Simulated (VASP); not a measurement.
# InP (I-4m2) in VASP: a series of runs, part 2 of 2

VASP 6.6.1. The steps go on from the part before.

### 3 Single point, r2SCAN (strain +0.015 along x and y, +0.030 along z)

POSCAR

```
InP
1.0
    0.0000000000      2.9978724482      3.0421759819
    2.9978724482      0.0000000000      3.0421759819
    2.9978724482      2.9978724482      0.0000000000
In P
1 1
Direct
    0.0000000000      0.0000000000      0.0000000000
    0.7500000000      0.7500000000      0.7500000000
```

INCAR.step1

```
ALGO = Normal ; EDIFF = 1E-4
ENCUT = 520 ; GGA = PE
ISMEAR = 0 ; LASPH = True
LCHARG = False ; LREAL = False
LWAVE = True ; NBANDS = 16
NELM = 100 ; PREC = Accurate
SIGMA = 0.05
```

INCAR.step2

```
ALGO = Normal ; EDIFF = 1E-6
ENCUT = 520 ; ISIF = 2
ISMEAR = 0 ; ISTART = 1
LASPH = True ; LCHARG = False
LMIXTAU = True ; LREAL = False
LWAVE = False ; METAGGA = R2SCAN
NBANDS = 16 ; NELM = 100
PREC = Accurate ; SIGMA = 0.05
```

KPOINTS

```
k-points
0
Gamma
  8 8 8
```

Potentials or basis: VASP PAW PBE potentials, release 64 (In_d, P).

On the command line:

```bash
> cat potpaw_PBE.64/In_d/POTCAR potpaw_PBE.64/P/POTCAR > POTCAR
> cp INCAR.step1 INCAR
> mpirun -np 1 vasp_std > vasp.out
> cp INCAR.step2 INCAR
> mpirun -np 1 vasp_std > vasp.out
```

OUTCAR:

```text
EDIFF = 1E-6
   ENCUT = 520
   ISIF = 2
   ISMEAR = 0
   ISTART = 1
   LASPH = True
   LREAL = False
   METAGGA = R2SCAN
   NELM = 100
   PREC = Accurate

 ion  position               nearest neighbor table
   1  0.000  0.000  0.000-   2 2.61   2 2.61   2 2.61   2 2.61
   2  0.750  0.750  0.750-   1 2.61   1 2.61   1 2.61   1 2.61

  LATTYP: Found a body centered tetragonal cell.
 ALAT       =     4.2396318745
 C/A-ratio  =     1.4351132702

  Lattice vectors:

[... 640 lines left out ...]

 [... further k-points ...]

------------------------ aborting loop because EDIFF is reached ----------------------------------------

  FORCE on cell =-STRESS in cart. coord.  units (eV):
  Direction    XX          YY          ZZ          XY          YZ          ZX
  --------------------------------------------------------------------------------------
  -------------------------------------------------------------------------------------
  Total       -1.1620873     -1.1620873     -1.3978376      0.0000000      0.0000000     -0.0000000
  in kB      -34.0493420    -34.0493420    -40.9568630      0.0000000      0.0000000     -0.0000000
  external PRESSURE =     -36.3518490 kB  Pullay stress =       0.0000000 kB

 VOLUME and BASIS-vectors are now :
 -----------------------------------------------------------------------------
  energy-cutoff  :      520.00
  volume of cell :       54.68
      direct lattice vectors                 reciprocal lattice vectors
     0.000000000  2.997872448  3.042175982    -0.166784948  0.166784948  0.164356041
     2.997872448  0.000000000  3.042175982     0.166784948 -0.166784948  0.164356041
     2.997872448  2.997872448  0.000000000     0.166784948  0.166784948 -0.164356041

 POSITION                                       TOTAL-FORCE (eV/Angst)
 -----------------------------------------------------------------------------------
      0.00000      0.00000      0.00000        -0.000000     -0.000000      0.000000
      4.49681      4.49681      4.56326         0.000000      0.000000     -0.000000
 -----------------------------------------------------------------------------------
    total drift:                                0.000005      0.000005     -0.000001

  FREE ENERGIE OF THE ION-ELECTRON SYSTEM (eV)
  ---------------------------------------------------
  free  energy   TOTEN  =       -32.2583522708 eV

  energy  without entropy=      -32.2583522708  energy(sigma->0) =      -32.25835227
```

OSZICAR.step1:

```text
N       E                     dE             d eps       ncg     rms          rms(c)
DAV:   1     0.112110637366E+03    0.11211E+03   -0.83879E+03  1904   0.122E+03
DAV:   2    -0.125219242822E+01   -0.11336E+03   -0.10842E+03  2112   0.299E+02
DAV:   3    -0.857221152343E+01   -0.73200E+01   -0.72872E+01  2416   0.733E+01
DAV:   4    -0.877637743447E+01   -0.20417E+00   -0.20410E+00  2528   0.136E+01
DAV:   5    -0.878449386214E+01   -0.81164E-02   -0.81163E-02  2744   0.218E+00    0.499E+00
DAV:   6    -0.841404681120E+01    0.37045E+00   -0.62093E-01  3056   0.118E+01    0.299E+00
DAV:   7    -0.839301579543E+01    0.21031E-01   -0.13726E-01  2712   0.267E+00    0.117E+00
DAV:   8    -0.839381291254E+01   -0.79712E-03   -0.12650E-02  2400   0.128E+00    0.233E-01
DAV:   9    -0.839449030372E+01   -0.67739E-03   -0.12862E-03  2472   0.402E-01    0.137E-01
DAV:  10    -0.839462415711E+01   -0.13385E-03   -0.15856E-04  2176   0.138E-01    0.697E-02
DAV:  11    -0.839470932334E+01   -0.85166E-04   -0.15834E-04  2256   0.119E-01
   1 F= -.83947093E+01 E0= -.83947090E+01  d E =-.556717E-06
```

Wall time 67 s (1 thread of Intel Xeon Platinum 8559C (Emerald Rapids), shared host); peak memory 0.21 GiB.

Results:

| Quantity | Value |
| --- | --- |
| Free energy | -32.2584 eV |
| Pressure | -3.6 GPa |
| Band gap on the k mesh | 0.66 eV |

Caveat: the cell differs from its parent crystal (strain +0.015 along x and y, +0.030 along z); the cell stands under tension; semilocal functionals underestimate gaps, and a narrow one can read as zero; the PAW data sets were made with another functional, which shifts forces and pressure a little; spin-orbit coupling is left out, which moves the levels of the heavy elements.

### 4 Single point, r2SCAN (strain +0.030 along x and y, +0.015 along z)

POSCAR

```
InP
1.0
    0.0000000000      3.0421759819      2.9978724482
    3.0421759819      0.0000000000      2.9978724482
    3.0421759819      3.0421759819      0.0000000000
In P
1 1
Direct
    0.0000000000      0.0000000000      0.0000000000
    0.7500000000      0.7500000000      0.7500000000
```

INCAR.step1

```
PREC     = Accurate       # precision mode
ENCUT    = 520            # plane-wave cutoff, eV
ISMEAR   = 0              # smearing method
SIGMA    = 0.05           # smearing width, eV
LREAL    = False          # projectors in reciprocal space
LASPH    = True           # aspherical terms in the spheres
NELM     = 80             # most SCF steps
NBANDS   = 16             # bands
GGA      = PE             # functional
ALGO     = Normal         # electronic algorithm
EDIFF    = 1E-4           # SCF threshold, eV
LWAVE    = True           # write WAVECAR
LCHARG   = False          # write CHGCAR
```

INCAR.step2

```
PREC     = Accurate       # precision mode
ENCUT    = 520            # plane-wave cutoff, eV
EDIFF    = 1E-6           # SCF threshold, eV
ISMEAR   = 0              # smearing method
SIGMA    = 0.05           # smearing width, eV
LREAL    = False          # projectors in reciprocal space
LASPH    = True           # aspherical terms in the spheres
NELM     = 80             # most SCF steps
ALGO     = Normal         # electronic algorithm
ISIF     = 2              # what is computed and relaxed
LWAVE    = False          # write WAVECAR
LCHARG   = False          # write CHGCAR
METAGGA  = R2SCAN         # meta-GGA
LMIXTAU  = True         
NBANDS   = 16             # bands
ISTART   = 1
```

KPOINTS

```
regular mesh
0
Gamma
  8 8 8
```

On the command line:

```bash
> cat potpaw_PBE.64/In_d/POTCAR potpaw_PBE.64/P/POTCAR > POTCAR
> cp INCAR.step1 INCAR
> mpirun -np 1 vasp_std > vasp.out
> cp INCAR.step2 INCAR
> mpirun -np 1 vasp_std > vasp.out
```

Run time: 80 s. Hardware: 1 thread of Intel Xeon Platinum 8559C (Emerald Rapids), shared host; peak memory 0.21 GiB.

The run converged. Its results:

| Quantity | Value |
| --- | --- |
| Free energy | -32.2384 eV |
| Pressure | -4.4 GPa |
| Band gap on the k mesh | 0.55 eV |

Stress tensor (GPa, compression positive):
```
-4.59  0.00  0.00
 0.00 -4.59  0.00
 0.00  0.00 -3.93
```

Levels at points of the mesh, in eV from the valence-band top:
```
           k point  band 5  band 6  band 7  band 8  band 9  band 10  band 11  band 12  band 13  band 14
(0.00, 0.00, 0.00)  -14.42  -11.40   -0.07   -0.07    0.00     0.55     4.36     4.39     4.39     8.58
(0.50, 0.00, 0.00)  -14.41   -9.91   -5.43   -0.96   -0.87     1.55     5.04     5.14     7.25     9.56
(0.50, 0.50, 0.00)  -14.39   -9.31   -5.45   -2.19   -2.19     2.06     2.39     9.29     9.58     9.58
(0.50, 0.00, 0.50)  -14.39   -9.36   -5.54   -2.11   -2.11     2.13     2.52     9.15     9.53     9.62
```

Caveat: the cell differs from its parent crystal (strain +0.030 along x and y, +0.015 along z); the cell stands under tension; semilocal functionals underestimate gaps, and a narrow one can read as zero; the PAW data sets were made with another functional, which shifts forces and pressure a little; spin-orbit coupling is left out, which moves the levels of the heavy elements.

### 5 Overview

| cell | gap on the mesh (eV) | pressure (GPa) |
| --- | --- | --- |
| a = 4.208, b = 4.208, c = 4.240 Å, angles 59.8, 59.8, 60.5°, 2 atoms | 0.81 | -2.0 |
| a = 4.271, b = 4.271, c = 4.240 Å, angles 60.2, 60.2, 59.5°, 2 atoms | 0.66 | -3.6 |
| a = 4.271, b = 4.271, c = 4.302 Å, angles 59.8, 59.8, 60.5°, 2 atoms | 0.55 | -4.4 |

Alike in all rows: task single point; level r2SCAN; potentials or basis VASP PAW PBE potentials, release 64 (In_d, P); no spin polarisation; k mesh 8 × 8 × 8; cutoff (eV) 520; smearing gaussian 0.05 eV.

Caveats: the PAW data sets were made with another functional, which shifts forces and pressure a little; spin-orbit coupling is left out, which moves the levels of the heavy elements; the cell stands under tension (at least some runs); semilocal functionals underestimate gaps, and a narrow one can read as zero (at least some runs).

Total energies depend on the potentials used, so only differences within one code and one set of settings carry meaning.
